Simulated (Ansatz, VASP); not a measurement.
**C: VASP beside Ansatz**

```
C
1.0
     0.00000    1.79518    1.79518
     1.79518    0.00000    1.79518
     1.79518    1.79518    0.00000
C
2
Direct
  0.75000 0.75000 0.75000
  0.50000 0.50000 0.50000
```

Alike in both runs: task single point; functional PBEsol; k mesh 13 × 13 × 13; occupations fermi-dirac, width 0.05 eV; no spin polarisation.

```csv
,VASP,Ansatz
version,VASP 6.6.1,Ansatz 0.2.0
potentials or method,"VASP PAW PBE potentials, release 64 (C_h)",Ansatz PAW
plane-wave cutoff (eV),910,420
valence electrons in the cell,8,8
```

VASP gave:

| Property | Result |
| --- | --- |
| gap on the k mesh at the Fermi level (eV) | 3.97 |
| least direct gap on the mesh (eV) | 5.49 |

Q: Which values does Ansatz return?

A: gap on the k mesh at the Fermi level (eV): 3.97; least direct gap on the mesh (eV): 5.48.

VASP's potentials were made for PBE, not for PBEsol.

Noted on VASP's run: the cutoff is short for stress, so the pressure is rough. Noted on Ansatz's run: Pulay correction over one GPa; odd divisions of the mesh miss points on the zone boundary, where band edges often lie, so the gap on the mesh can be too wide.
